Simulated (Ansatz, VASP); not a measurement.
# Two plane-wave programs on LiAl4O

```
Li Al O
1.0
     2.57137   -5.66829    0.00000
     2.57137    5.66829    0.00000
     0.00000    0.00000    4.23266
Li Al O
1 4 1
Cartesian
  0.0000 0.0000 2.1163
  2.5714 1.7290 0.0000
  2.5714 -1.7290 0.0000
  1.2857 2.8341 2.1163
  1.2857 -2.8341 2.1163
  2.5714 0.0000 0.0000
```

Change from the starting cell: species swapped into the TmAlNi4 type (Cmmm, No. 65).

Alike in both runs: functional PBE; k mesh 8 × 8 × 10; occupations gaussian, width 0.1 eV; no spin polarisation.

Ansatz relaxed the structure, and its values are those at the end. VASP's run is a single point on that final structure, the one shown.

|  | VASP | Ansatz |
| --- | --- | --- |
| version | VASP 6.6.1 | Ansatz 0.2.0 |
| potentials or method | VASP PAW PBE potentials, release 64 (Li_sv, Al, O), cutoff 520 eV | scalar-relativistic, plane waves, PAW |
| valence electrons in the cell | 21 | 21 |

Ansatz gave:

| Quantity | Value |
| --- | --- |
| gap on the k mesh at the Fermi level (eV) | none |
| rms of the force components (eV/Å) | 0.000 |

Estimate VASP's values.

gap on the k mesh at the Fermi level (eV): none; rms of the force components (eV/Å): 0.009.

A gap of «none» marks a metal or a gap that the smearing closes. With one functional, cell and mesh, what is left measures potentials, basis and numerics.

Noted on VASP's run: the cutoff is short for stress, so the pressure is rough.
